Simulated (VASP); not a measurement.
The system is BaTlN.

```
Ba Tl N
1.0
     4.22536    0.00000    0.00000
     0.00000    4.22536    0.00000
     0.00000    0.00000    4.88574
Ba Tl N
1 1 1
Direct
  0.00000 0.00000 0.50000
  0.50000 0.50000 0.00000
  0.00000 0.00000 0.00000
```

The cell was generated, and may not be a known phase.

* Program: VASP 6.6.1
* Task: relaxation of cell and atoms
* Functional: PBE
* Potentials or basis: VASP PAW PBE potentials, release 64 (Ba_sv, Tl_d, N)
* Cutoff: 600 eV
* k mesh: 3 × 3 × 3
* Occupations: gaussian, width 0.15 eV
* Spin: no spin polarisation

At the start: pressure -1.2 GPa; volume 29.08 Å³/atom.

Where does the relaxation end?

Over 4 steps the energy falls by 3.7 meV/atom and the volume is 28.21 Å³/atom (-3.0 %); space group P4/mmm (No. 123, to 0.1 Å) before and after.

Step by step:
| step | energy change (eV) | largest force (eV/Å) | pressure (GPa) | volume (Å³) |
| --- | --- | --- | --- | --- |
| 1 | 0.0000 | 0.0000 | -1.22 | 87.23 |
| 2 | -0.0070 | 0.0000 | 0.32 | 84.46 |
| 3 | -0.0090 | 0.0000 | -0.20 | 85.33 |
| 4 | -0.0112 | 0.0000 | -0.11 | 84.62 |

Final structure:
```
CELL_PARAMETERS angstrom
4.18431 0.00000 0.00000
0.00000 4.18431 0.00000
0.00000 0.00000 4.83310
ATOMIC_POSITIONS crystal
Ba 0.00000 0.00000 0.50000
Tl 0.50000 0.50000 0.00000
N 0.00000 0.00000 0.00000
```

Caveat: the k points lie up to 0.50 Å⁻¹ apart in the final cell, too coarse for converged energies and pressures of a metal.
